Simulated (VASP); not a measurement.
Set up this calculation in VASP 6.6.1, as the native input.

* Task: single point
* Functional: PBEsol
* Potentials or basis: VASP PAW PBE potentials, release 64 (Ag, Cl)
* Cutoff: 520 eV
* k mesh: 4 × 4 × 4
* Occupations: fermi-dirac, width 0.05 eV
* Spin: no spin polarisation
* Dipole correction: no
* Further INCAR settings: ALGO = Normal; EDIFF = 1e-06; NBANDS = 16

The structure of AgCl (Chlorargyrite) lies in POSCAR:

```
AgCl
1.0
   -0.0002100000      2.7497900000      2.7622600000
    2.7711200000     -0.0580000000      2.8200600000
    2.7084400000      2.7449000000      0.0046800000
Ag Cl
1 1
Direct
    0.9913900000      0.9913900000      0.0064700000
    0.4992497359      0.4918492545      0.5169521857
```

One way to write it, as run:

INCAR

```
SYSTEM = AgCl
PREC     = Accurate       ! precision mode
ENCUT    = 520            ! plane-wave cutoff, eV
EDIFF    = 1E-6           ! SCF threshold, eV
ISMEAR   = -1             ! smearing method
SIGMA    = 0.05           ! smearing width, eV
LREAL    = .FALSE.        ! projectors in reciprocal space
LASPH    = .TRUE.         ! aspherical terms in the spheres
NELM     = 80             ! most SCF steps
ALGO     = Normal         ! electronic algorithm
ISIF     = 2              ! what is computed and relaxed
LWAVE    = .FALSE.        ! write WAVECAR
LCHARG   = .TRUE.         ! write CHGCAR
GGA      = PS             ! functional
LELF     = .TRUE.         ! ELF
LVHAR    = .TRUE.       
NBANDS   = 16             ! bands
```

KPOINTS

```
Automatic mesh
0
G
  4 4 4
  0 0 0
```

Potentials or basis: VASP PAW PBE potentials, release 64 (Ag, Cl).

The run is started by

```console
$ cat potpaw_PBE.64/Ag/POTCAR potpaw_PBE.64/Cl/POTCAR > POTCAR
$ mpirun -np 1 vasp_std > vasp.out
```

It gave:

| Item | Value |
| --- | --- |
| Pressure | -2.3 GPa |
| Largest force | 0.047 eV/Å |
| Band gap on the k mesh | 0.65 eV, indirect (least direct gap 2.90 eV) |

Caveat: the k points lie up to 0.50 Å⁻¹ apart; the PAW data sets were made with another functional, which shifts forces and pressure a little.

Run time: 18 s on 1 thread of Intel(R) Xeon(R) Platinum 8488C (Sapphire Rapids) (shared host), peak memory 0.18 GiB.
